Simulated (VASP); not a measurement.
PbI2, 3 atoms in the cell. Symmetry: P-3m1, No. 164, trigonal system. Conventional cell: a = 4.573 Å, b = 4.573 Å, c = 7.085 Å, α = 90.00°, β = 90.00°, γ = 120.00°. Within 4.3 Å of Pb (site symmetry -3m) lie 6 I at 3.25 Å. Within 4.3 Å of I (site symmetry 3m) lie 3 Pb at 3.25 Å and 3 I at 4.23 Å. 

* Program: VASP 6.6.1
* Task: single point
* Functional: PBE
* Potentials or basis: VASP PAW PBE potentials, release 64 (Pb_d, I)
* Cutoff: 500 eV
* k mesh: 6 × 6 × 4
* Occupations: gaussian, width 0.02 eV
* Spin: no spin polarisation
* Dipole correction: no
* Further INCAR settings: ALGO = Normal; EDIFF = 1e-06; NBANDS = 21

Potentials or basis: VASP PAW PBE potentials, release 64 (Pb_d, I).

Launch:

```sh
$ cat potpaw_PBE.64/Pb_d/POTCAR potpaw_PBE.64/I/POTCAR > POTCAR
$ mpirun -np 1 vasp_std > vasp.out
```

Hardware: 1 thread of Intel(R) Xeon(R) 6975P-C (Granite Rapids) (shared host).

How long does it take, and how much memory?

It took 24 s on 1 thread of Intel(R) Xeon(R) 6975P-C (Granite Rapids), with other jobs on the host, peak memory 0.26 GiB. Counts: scf iterations 12, k points 24.
